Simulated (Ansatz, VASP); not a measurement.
TiH5: VASP beside Ansatz

```
Ti H
1.0
     3.32635    0.00000    0.00000
    -1.66318    2.88071    0.00000
     0.00000    0.00000    2.98368
Ti H
1 5
Direct
  0.00000 0.00000 0.00000
  0.33333 0.66667 0.00000
  0.66667 0.33333 0.00000
  0.50000 0.00000 0.50000
  0.50000 0.50000 0.50000
  0.00000 0.50000 0.50000
```

Change from the starting cell: species swapped into the CeIr5 type (P6/mmm, No. 191).

Alike in both runs: functional PBE; k mesh 6 × 6 × 6; occupations gaussian, width 0.1 eV; no spin polarisation.

Ansatz relaxed the structure, and its values are those at the end. VASP's run is a single point on that final structure, the one shown.

|  | VASP | Ansatz |
| --- | --- | --- |
| version | VASP 6.6.1 | Ansatz 0.2.0 |
| potentials or method | VASP PAW PBE potentials, release 64 (Ti_sv, H), cutoff 520 eV | scalar-relativistic, plane waves, PAW |
| valence electrons in the cell | 17 | 17 |

|  | VASP | Ansatz | Ansatz less VASP |
| --- | --- | --- | --- |
| gap on the k mesh at the Fermi level (eV) | none | none | - |
| pressure (GPa) | -0.2 | 0.0 | +0.24 |

A gap of «none» marks a metal or a gap that the smearing closes. The functional is the same, so the differences come from potentials, cutoffs and numerics.

The k mesh is coarse, so the values compare programs but aren't converged.
